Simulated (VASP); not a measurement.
KF (rocksalt type), 2 atoms in the cell. It takes space group Immm (No. 71, orthorhombic). Conventional cell: a = 3.813 Å, b = 3.852 Å, c = 5.420 Å, α = 90.00°, β = 90.00°, γ = 90.00°. Within 3.6 Å of K (site symmetry mmm) lie 6 F at 2.71 Å. F (site symmetry mmm) has 6 K at 2.71 Å within 3.6 Å.  This cell differs from its parent crystal: xy shear strain of +1 %.

```yaml
Program: VASP 6.6.1
Task: electric field gradients
Functional: PBE
Potentials_or_basis: VASP PAW PBE potentials, release 64 (K_sv, F)
Cutoff: 520 eV
k_mesh: 16 × 16 × 16
Occupations: fermi-dirac, width 0.08 eV
Spin: no spin polarisation
Dipole_correction: no
Further_INCAR_settings: ALGO = Normal; EDIFF = 1e-08; NBANDS = 15
```

Potentials or basis: VASP PAW PBE potentials, release 64 (K_sv, F).

Launch:

```console
$ cat potpaw_PBE.64/K_sv/POTCAR potpaw_PBE.64/F/POTCAR > POTCAR
$ mpirun -np 1 vasp_std > vasp.out
```

Hardware: 1 thread of Intel(R) Xeon(R) Platinum 8259CL CPU @ 2.50GHz (Skylake/Cascade Lake) (shared host).

Task: How long does it take, and how much memory?

Result: It took 5.4 min on 1 thread of Intel(R) Xeon(R) Platinum 8259CL CPU @ 2.50GHz (Skylake/Cascade Lake), with other jobs on the host, peak memory 0.44 GiB. Counts: scf iterations 14, k points 621.
